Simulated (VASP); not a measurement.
Set up this calculation in VASP 6.6.1, as the native input.

* Task: single point
* Functional: PBE
* Potentials or basis: VASP PAW PBE potentials, release 64 (Y_sv, Cl)
* Cutoff: 520 eV
* k mesh: 12 × 12 × 1
* Occupations: gaussian, width 0.1 eV
* Spin: no spin polarisation
* Dipole correction: yes
* Further INCAR settings: ALGO = Normal; EDIFF = 1e-06; NBANDS = 26

The structure of YCl lies in POSCAR:

```
YCl
1.0
    3.7418124299      0.0000002879      0.0000000000
   -1.8709064643      3.2405044765      0.0000000000
    0.0000000000      0.0000000000     36.0981712000
Y Cl
2 2
Direct
    0.6666666667      0.3333333333      0.2514427332
    0.3333333333      0.6666666667      0.3303041892
    0.0000000000      0.0000000000      0.2029088427
    0.0000000000      0.0000000000      0.3788380797
```

These files were run (other wordings do the same):

INCAR

```
SYSTEM = YCl
PREC = Accurate
ENCUT = 520
EDIFF = 1E-6
ISMEAR = 0
SIGMA = 0.1
LREAL = .FALSE.
LASPH = .TRUE.
NELM = 60
ALGO = Normal
ISIF = 2
LWAVE = .FALSE.
LCHARG = .FALSE.
LDIPOL = .TRUE.
IDIPOL = 3
DIPOL = 0.5 0.5 0.291
GGA = PE
NBANDS = 26
```

KPOINTS

```
regular mesh
0
G
  12 12 1
  0 0 0
```

Potentials or basis: VASP PAW PBE potentials, release 64 (Y_sv, Cl).

Launch:

```bash
$ cat potpaw_PBE.64/Y_sv/POTCAR potpaw_PBE.64/Cl/POTCAR > POTCAR
$ mpirun -np 1 vasp_std > vasp.out
```

It gave:

* Largest force: 0.006 eV/Å
* Band gap on the k mesh: zero (band 18 reaches -2.62 eV, above the bottom of band 19 at -2.69 eV)

It took 4.3 min on 1 thread of Intel(R) Xeon(R) 6975P-C (Granite Rapids), with other jobs on the host, peak memory 0.61 GiB.
